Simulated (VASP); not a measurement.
The system is Ti3SiO8.

```
Si Ti O
1.0
     3.63853    0.00000    0.00000
     0.00000    5.87775    0.00000
     0.00000    0.00000    6.04594
Si Ti O
1 3 8
Direct
  0.00000 0.00000 0.08771
  0.50000 0.24731 0.42969
  0.00000 0.50000 0.05074
  0.50000 0.75269 0.42969
  0.50000 0.00000 0.60287
  0.50000 0.00000 0.15856
  0.00000 0.22518 0.31960
  0.00000 0.22641 0.91420
  0.50000 0.50000 0.60348
  0.50000 0.50000 0.16965
  0.00000 0.77482 0.31960
  0.00000 0.77359 0.91420
```

Base run:

| Property | Result |
| --- | --- |
| Program | VASP 6.6.1 |
| Functional | r2SCAN |
| Potentials or basis | VASP PAW PBE potentials, release 64 (Si, Ti_sv, O) |
| Cutoff | 520 eV |
| k mesh | 8 × 4 × 4 |
| Occupations | gaussian, width 0.01 eV |
| Spin | no spin polarisation |

Its results: band gap on the k mesh 3.32 eV (least direct gap 3.48 eV); pressure 1.2 GPa; largest force 0.193 eV/Å.

Question: The run is repeated on the same cell with these changes: functional from r2SCAN to PBE; occupations from gaussian, width 0.01 eV to fermi-dirac, width 0.02 eV. What comes out?

Answer: Band gap on the k mesh 2.91 eV (least direct gap 3.08 eV); pressure 6.1 GPa; largest force 0.414 eV/Å.

Caveats: the PAW data sets were made with another functional, which shifts forces and pressure a little (at least some runs); the cell stands under pressure (at least some runs).

A k mesh can miss the band edges.
